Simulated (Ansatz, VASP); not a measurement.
**Te2Mo: VASP beside Ansatz**

```
Te Mo
1.0
     3.46998    0.00000    0.00000
    -1.73499    3.00509    0.00000
     0.00000    0.00000   25.14172
Te Mo
4 2
Direct
  0.33333 0.66667 0.06518
  0.66667 0.33333 0.79199
  0.66667 0.33333 0.93482
  0.33333 0.66667 0.20801
  0.33333 0.66667 0.86329
  0.66667 0.33333 0.13671
```

Alike in both runs: functional LDA; k mesh 9 × 9 × 2; occupations gaussian, width 0.02 eV; no spin polarisation.

Ansatz relaxed the structure, and its values are those at the end. VASP's run is a single point on that final structure, the one shown.

```csv
,VASP,Ansatz
version,VASP 6.6.1,Ansatz 0.2.0
potentials or method,"VASP PAW LDA potentials, release 64 (Te, Mo_sv), cutoff 520 eV","scalar-relativistic, plane waves, PAW"
valence electrons in the cell,52,92
```

VASP gave:

| Quantity | Value |
| --- | --- |
| gap on the k mesh at the Fermi level (eV) | 0.96 |
| least direct gap on the mesh (eV) | 1.18 |
| rms of the force components (eV/Å) | 0.027 |

Problem. Estimate Ansatz's values.

Solution. gap on the k mesh at the Fermi level (eV): 0.98; least direct gap on the mesh (eV): 1.18; rms of the force components (eV/Å): 0.001.

Ansatz warns that its potentials were made for another functional, while VASP's fit it. LDA's correlation is that of Perdew and Zunger in VASP and of Perdew and Wang (1992) in Ansatz. VASP's potentials hold 52 valence electrons a cell and Ansatz's 92, so a difference there can come from the potentials and not from the codes.

Spin-orbit coupling is off throughout.
